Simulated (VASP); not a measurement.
# TeRu (P4/nmm) in VASP: single point with PBE+U

Aim: the single point of TeRu with PBE+U.

Program: VASP 6.6.1. These are calculated values, not measurements. Logs are shortened: lines on timing, memory, paths and dates and some standing lists are left out, and cuts for length are marked.

## (1) The cell of the first run

Symmetry: P4/nmm, No. 129, tetragonal system. The conventional cell has a = 4.249 Å, b = 4.249 Å, c = 6.221 Å, α = 90.00°, β = 90.00°, γ = 90.00°. Ru (site symmetry -4m2) has 4 Te at 2.70 Å and 4 Ru at 3.00 Å within 3.6 Å. Te (site symmetry 4mm) has 4 Ru at 2.70 Å within 3.6 Å.

## (2) Single point, PBE+U, collinear spin, ferromagnetic start

INCAR

```
  ALGO = Normal
  EDIFF = 1E-6
  ENCUT = 520
  GGA = PE
  ISIF = 2
  ISMEAR = 0
  ISPIN = 2
  LASPH = True
  LCHARG = False
  LDAU = True
  LDAUJ = 0 0
  LDAUL = 2 -1
  LDAUPRINT = 1
  LDAUTYPE = 2
  LDAUU = 1 0
  LMAXMIX = 4
  LORBIT = 11
  LREAL = False
  LWAVE = False
  MAGMOM = 4 4 0 0
  NBANDS = 32
  NELM = 150
  PREC = Accurate
  SIGMA = 0.05
```

KPOINTS

```
k-points
0
Gamma
  5 5 3
```

POSCAR

```
TeRu
1.0
    4.2489024300      0.0000000000      0.0000000000
    0.0000000000      4.2489024300      0.0000000000
    0.0000000000      0.0000000000      6.2212046100
Ru Te
2 2
Direct
    0.0000000000      0.0000000000      0.0000000000
    0.5000000000      0.5000000000      0.0000000000
    0.5000000000      0.0000000000      0.2670000000
    0.0000000000      0.5000000000      0.7330000000
```

Potentials or basis: VASP PAW PBE potentials, release 64 (Ru_pv, Te).

Run with:

```console
cat potpaw_PBE.64/Ru_pv/POTCAR potpaw_PBE.64/Te/POTCAR > POTCAR
mpirun -np 1 vasp_std > vasp.out
```

OUTCAR:

```text
EDIFF = 1E-6
   ENCUT = 520
   GGA = PE
   ISIF = 2
   ISMEAR = 0
   ISPIN = 2
   LASPH = True
   LORBIT = 11
   LREAL = False
   NELM = 150
   PREC = Accurate

 ion  position               nearest neighbor table
   1  0.000  0.000  0.000-   3 2.70   4 2.70   4 2.70   3 2.70   2 3.00   2 3.00   2 3.00   2 3.00

   2  0.500  0.500  0.000-   3 2.70   4 2.70   3 2.70   4 2.70   1 3.00   1 3.00   1 3.00   1 3.00

   3  0.500  0.000  0.267-   1 2.70   2 2.70   2 2.70   1 2.70
   4  0.000  0.500  0.733-   1 2.70   2 2.70   1 2.70   2 2.70

  LATTYP: Found a simple tetragonal cell.
 ALAT       =     4.2489024300
 C/A-ratio  =     1.4641909793

  Lattice vectors:

 A1 = (   4.2489024300,   0.0000000000,   0.0000000000)
 A2 = (   0.0000000000,   4.2489024300,   0.0000000000)
 A3 = (   0.0000000000,   0.0000000000,   6.2212046100)

Analysis of symmetry for initial positions (statically):
=====================================================================
 Subroutine PRICEL returns:
 Original cell was already a primitive cell.

 Routine SETGRP: Setting up the symmetry group for a
 simple tetragonal supercell.

 Subroutine GETGRP returns: Found 16 space group operations
 (whereof  8 operations were pure point group operations)
 out of a pool of 16 trial point group operations.

The static configuration has the point symmetry D_2d.
 The point group associated with its full space group is D_4h.

Analysis of symmetry for dynamics (positions and initial velocities):
=====================================================================
 Subroutine PRICEL returns:
 Original cell was already a primitive cell.

 Routine SETGRP: Setting up the symmetry group for a
 simple tetragonal supercell.

 Subroutine GETGRP returns: Found 16 space group operations
 (whereof  8 operations were pure point group operations)
 out of a pool of 16 trial point group operations.

[... 210 lines left out ...]
  o =  0.5938  v =  0.0000 -0.8906  0.0000 -0.4548 -0.0000  0.0000  0.0000  0.0000  0.0000  0.0000      0.0000  0.0000  0.0000  0.0000  0.0000  0.0000  0.0000  0.0000  0.0000  0.0000
  o =  0.6446  v =  0.0000  0.0000  0.0000  0.0000  0.0000  0.0000 -0.0000 -0.0000 -0.0000  1.0000      0.0000  0.0000  0.0000  0.0000  0.0000  0.0000  0.0000  0.0000  0.0000  0.0000
  o =  0.6451  v =  0.0000  0.0000  0.0000  0.0000 -1.0000  0.0000  0.0000  0.0000  0.0000  0.0000      0.0000  0.0000  0.0000  0.0000  0.0000  0.0000  0.0000  0.0000  0.0000  0.0000
  o =  0.6809  v =  0.0000  0.0000  1.0000  0.0000  0.0000  0.0000  0.0000  0.0000  0.0000  0.0000      0.0000  0.0000  0.0000  0.0000  0.0000  0.0000  0.0000  0.0000  0.0000  0.0000
  o =  0.6810  v =  0.0000  0.0000  0.0000  0.0000  0.0000  0.0000 -0.0000 -1.0000 -0.0000 -0.0000      0.0000  0.0000  0.0000  0.0000  0.0000  0.0000  0.0000  0.0000  0.0000  0.0000

 number of electron      39.9999990 magnetization       0.0105259

 Free energy of the ion-electron system (eV)
  ---------------------------------------------------
  ext. energy  EPLUGINS =         0.00000000
  ---------------------------------------------------
  free energy    TOTEN  =       -22.24991499 eV

  energy without entropy =      -22.24433691  energy(sigma->0) =      -22.24712595

 E-fermi :   5.7933     XC(G=0):  -9.6042

 val. band max:        5.7658952315   @ k =   0.4000   0.4000   0.3333
 cond. band min:       5.8021807649   @ k =   0.2000   0.0000   0.3333
 fundamental gap:      0.0362855334
 Fermi energy:         5.7932698248

 spin component 1

 k-point     1 :       0.0000    0.0000    0.0000
  band No.  band energies     occupation
      1     -36.3363      1.00000
      2     -36.3363      1.00000
      3     -36.1724      1.00000
      4     -36.1724      1.00000
      5     -36.1589      1.00000
      6     -36.1182      1.00000
[... 409 lines left out ...]
     31      14.2816      0.00000
     32      15.2355      0.00000
 Fermi energy:         5.7932698248

 spin component 2

 k-point     1 :       0.0000    0.0000    0.0000
  band No.  band energies     occupation
      1     -36.3324      1.00000
      2     -36.3324      1.00000
      3     -36.1686      1.00000
      4     -36.1686      1.00000
      5     -36.1557      1.00000
      6     -36.1150      1.00000
[... 409 lines left out ...]
     31      14.2825      0.00000
     32      15.2363      0.00000

------------------------ aborting loop because EDIFF is reached ----------------------------------------

  FORCE on cell =-STRESS in cart. coord.  units (eV):
  Direction    XX          YY          ZZ          XY          YZ          ZX
  --------------------------------------------------------------------------------------
  -------------------------------------------------------------------------------------
  Total       -6.8302961     -6.8302961     -6.6959568      0.0000000      0.0000000      0.0000000
  in kB      -97.4365981    -97.4365981    -95.5202008      0.0000000      0.0000000      0.0000000
  external PRESSURE =     -96.7977990 kB  Pullay stress =       0.0000000 kB

 VOLUME and BASIS-vectors are now :
 -----------------------------------------------------------------------------
  energy-cutoff  :      520.00
  volume of cell :      112.31
      direct lattice vectors                 reciprocal lattice vectors
     4.248902430  0.000000000  0.000000000     0.235354898  0.000000000  0.000000000
     0.000000000  4.248902430  0.000000000     0.000000000  0.235354898  0.000000000
     0.000000000  0.000000000  6.221204610     0.000000000  0.000000000  0.160740574

 POSITION                                       TOTAL-FORCE (eV/Angst)
 -----------------------------------------------------------------------------------
      0.00000      0.00000      0.00000        -0.000000     -0.000000     -0.000000
      2.12445      2.12445      0.00000         0.000000      0.000000     -0.000000
      2.12445      0.00000      1.66106        -0.000000     -0.000000     -2.075157
      0.00000      2.12445      4.56014        -0.000000      0.000000      2.075157
 -----------------------------------------------------------------------------------
    total drift:                                0.000000     -0.000000     -0.000000

  FREE ENERGIE OF THE ION-ELECTRON SYSTEM (eV)
  ---------------------------------------------------
  free  energy   TOTEN  =       -22.2499149921 eV

  energy  without entropy=      -22.2443369065  energy(sigma->0) =      -22.24712595

 total charge

# of ion       s       p       d       tot
------------------------------------------
    1        0.267   6.161   6.083  12.511
    2        0.267   6.161   6.083  12.511
    3        1.373   1.882   0.074   3.329
    4        1.373   1.882   0.074   3.329
--------------------------------------------------
tot          3.281  16.086  12.313  31.681

 magnetization (x)

# of ion       s       p       d       tot
------------------------------------------
    1        0.000   0.000   0.004   0.004
    2        0.000   0.000   0.004   0.004
    3       -0.000  -0.000   0.000  -0.000
    4       -0.000  -0.000   0.000  -0.000
--------------------------------------------------
tot          0.000  -0.000   0.008   0.008
```

It took 76 s on 1 thread of Intel Xeon Platinum 8259CL at 2.50GHz (Skylake/Cascade Lake), shared host; peak memory 0.28 GiB.

Results:

| Item | Value |
| --- | --- |
| Free energy | -22.2499 eV |
| Pressure | -9.7 GPa |
| Largest force | 2.075 eV/Å |
| Band gap on the k mesh | zero (filled and empty bands overlap) |
| Net moment | 0.01 μB per cell |
| Valence electrons inside the program's atomic spheres | Ru 12.51; Te 3.33 |

Forces on the atoms (eV/Å):
```
Ru   0.000  0.000  0.000
Ru   0.000  0.000  0.000
Te   0.000  0.000 -2.075
Te   0.000  0.000  2.075
```

Stress tensor (GPa, compression positive):
```
-9.74  0.00  0.00
 0.00 -9.74  0.00
 0.00  0.00 -9.55
```

Levels at points of the mesh, in eV from the Fermi level:
Spin up:
```csv
k point,band 17,band 18,band 19,band 20,band 21,band 22,band 23,band 24
"(0.00, 0.00, 0.00)",-0.90,0.18,0.22,0.22,0.73,1.33,2.58,2.62
```
Spin down:
```csv
k point,band 16,band 17,band 18,band 19,band 20,band 21,band 22,band 23,band 24,band 25
"(0.00, 0.00, 0.00)",-0.99,-0.89,0.18,0.22,0.22,0.73,1.34,2.58,2.62,2.62
```

Eigenvalues of the final occupation matrices:
```tsv
site	spin	trace	eigenvalues
site 1 d	1	3.07	0.55 0.59 0.59 0.65 0.68
site 1 d	2	3.06	0.55 0.59 0.59 0.64 0.68
site 2 d	1	3.07	0.55 0.59 0.59 0.65 0.68
site 2 d	2	3.06	0.55 0.59 0.59 0.64 0.68
```

Caveat: the cell stands under tension; spin-orbit coupling is left out, which moves the levels of the heavy elements; this functional lacks dispersion, which binds the layers, so the pressure and a relaxed spacing across them are unreliable; the U is typed as a test and isn't derived for this compound; forces of over 1 eV/Å act on the atoms, so gaps and moduli don't describe the material at rest.
